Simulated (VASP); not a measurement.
A run of VASP 6.6.1 is set up as follows.

Contents of POSCAR:

```
MgS
1.0
    2.6244412125      2.6244412125      0.0000000000
   -2.6244412125      2.6244412125      0.0000000000
    0.0000000000      2.6244412125      2.6244412125
Mg S
1 1
Direct
    0.0000000000      0.0000000000      0.0000000000
    0.5000000000      0.5000000000      0.0000000000
```

The input INCAR.step1:

```
SYSTEM = MgS
ALGO = Normal ; EDIFF = 1E-4
ENCUT = 520 ; GGA = PE
ISMEAR = 0 ; LASPH = .TRUE.
LCHARG = .FALSE. ; LREAL = .FALSE.
LWAVE = .TRUE. ; NBANDS = 11
NELM = 100 ; PREC = Accurate
SIGMA = 0.01
```

The input INCAR.step2:

```
SYSTEM = MgS
ALGO = Normal ; EDIFF = 1E-6
ENCUT = 520 ; ISIF = 2
ISMEAR = 0 ; ISTART = 1
LASPH = .TRUE. ; LCHARG = .TRUE.
LELF = .TRUE. ; LMIXTAU = .TRUE.
LREAL = .FALSE. ; LVHAR = .TRUE.
LWAVE = .FALSE. ; METAGGA = R2SCAN
NBANDS = 11 ; NELM = 100
PREC = Accurate ; SIGMA = 0.01
```

Contents of KPOINTS:

```
k-points
0
G
  8 8 8
  0 0 0
```

Potentials or basis: VASP PAW PBE potentials, release 64 (Mg, S).

Run with:

```sh
$ cat potpaw_PBE.64/Mg/POTCAR potpaw_PBE.64/S/POTCAR > POTCAR
$ cp INCAR.step1 INCAR
$ mpirun -np 1 vasp_std > vasp.out
$ cp INCAR.step2 INCAR
$ mpirun -np 1 vasp_std > vasp.out
```

(1) What does it give for the pressure?

(2) Predict the band gap on the k mesh.

Answers

(1) -2.5 GPa.

(2) 3.38 eV, indirect (least direct gap 4.40 eV).

Caveat: the PAW data sets were made with another functional, which shifts forces and pressure a little.
